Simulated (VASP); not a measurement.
Wanted: the native input for a VASP 6.6.1 run.

| Item | Value |
| --- | --- |
| Task | single point |
| Functional | PBE |
| Potentials or basis | VASP PAW PBE potentials, release 64 (Ti_sv, Ag) |
| Cutoff | 520 eV |
| k mesh | 6 × 6 × 2 |
| Occupations | gaussian, width 0.1 eV |
| Spin | collinear spin, ferromagnetic start |
| Starting moments | [1.0, 0.0, 0.0] μB |
| Dipole correction | no |
| Further INCAR settings | ALGO = Normal; EDIFF = 1e-07; NBANDS = 28 |

The structure of TiAg2 lies in POSCAR:

```
TiAg2
1.0
    2.8186679700      0.0000000000      0.0000000000
   -1.4093339800      2.4410380600      0.0000000000
    0.0000000000      0.0000000000      7.6168743300
Ti Ag
1 2
Direct
    0.0000000000      0.0000000000      0.5000000000
    0.3333333300      0.6666666700      0.8233132800
    0.6666666700      0.3333333300      0.1766867200
```

One way to write it, as run:

INCAR

```
PREC = Accurate ; ENCUT = 520
EDIFF = 1E-7 ; ISMEAR = 0
SIGMA = 0.1 ; LREAL = False
LASPH = True ; NELM = 150
ALGO = Normal ; ISIF = 2
LWAVE = False ; LCHARG = False
ISPIN = 2 ; MAGMOM = 1 0 0
LORBIT = 11 ; LMAXMIX = 4
GGA = PE ; NBANDS = 28
```

KPOINTS

```
regular mesh
0
Gamma
  6 6 2
```

Potentials or basis: VASP PAW PBE potentials, release 64 (Ti_sv, Ag).

The run is started by

```console
$ cat potpaw_PBE.64/Ti_sv/POTCAR potpaw_PBE.64/Ag/POTCAR > POTCAR
$ mpirun -np 1 vasp_std > vasp.out
```

It gave:

```json
{
 "Pressure": "2.4 GPa",
 "Largest force": "0.134 eV/Å",
 "Net moment": "0.56 μB per cell",
 "Site moments": "Ti +0.34; Ag +0.03 μB",
 "Valence electrons inside the program's atomic spheres": "Ti 10.24; Ag 9.90"
}
```

Caveat: the k points lie up to 0.43 Å⁻¹ apart.

Run time: 67 s on 1 thread of Intel(R) Xeon(R) Platinum 8488C (Sapphire Rapids), with other jobs on the host, peak memory 0.21 GiB.
